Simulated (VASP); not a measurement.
Wanted: the native input for a VASP 6.6.1 run.

| Item | Value |
| --- | --- |
| Task | single point |
| Functional | LDA |
| Potentials or basis | VASP PAW LDA potentials, release 64 (La, Li_sv, O) |
| Cutoff | 520 eV |
| k mesh | 11 × 11 × 11 |
| Occupations | methfessel-paxton, width 0.02 eV |
| Spin | no spin polarisation |
| Dipole correction | no |
| Further INCAR settings | ALGO = Normal; EDIFF = 1e-07; NBANDS = 24 |

The structure of LiLaO3 lies in POSCAR:

```
LiLaO3
1.0
    3.6944465666      0.0000000000      0.0000000000
    0.0000000000      3.6944465666      0.0000000000
    0.0000000000      0.0000000000      3.6944465666
La Li O
1 1 3
Direct
    0.0000000000      0.0000000000      0.0000000000
    0.5000000000      0.5000000000      0.5000000000
    0.5000000000      0.5000000000      0.0000000000
    0.0000000000      0.5000000000      0.5000000000
    0.5000000000      0.0000000000      0.5000000000
```

One way to write it, as run:

INCAR

```
SYSTEM = LiLaO3
  PREC = Accurate
  ENCUT = 520
  EDIFF = 1E-7
  ISMEAR = 1
  SIGMA = 0.02
  LREAL = .False.
  LASPH = .True.
  NELM = 100
  ALGO = Normal
  ISIF = 2
  LWAVE = .False.
  LCHARG = .False.
  NBANDS = 24
```

KPOINTS

```
Automatic mesh
0
Gamma
  11 11 11
  0 0 0
```

Potentials or basis: VASP PAW LDA potentials, release 64 (La, Li_sv, O).

Run with:

```bash
$ cat potpaw_LDA.64/La/POTCAR potpaw_LDA.64/Li_sv/POTCAR potpaw_LDA.64/O/POTCAR > POTCAR
$ mpirun -np 1 vasp_std > vasp.out
```

It gave:

```
Band gap on the k mesh : zero (band 16 reaches 6.63 eV, above the bottom of band 17 at 5.75 eV)
```

Caveat: spin-orbit coupling is left out, which moves the levels of the heavy elements.

It took 25 s on 1 thread of Intel(R) Xeon(R) 6975P-C (Granite Rapids) (shared host), peak memory 0.19 GiB.
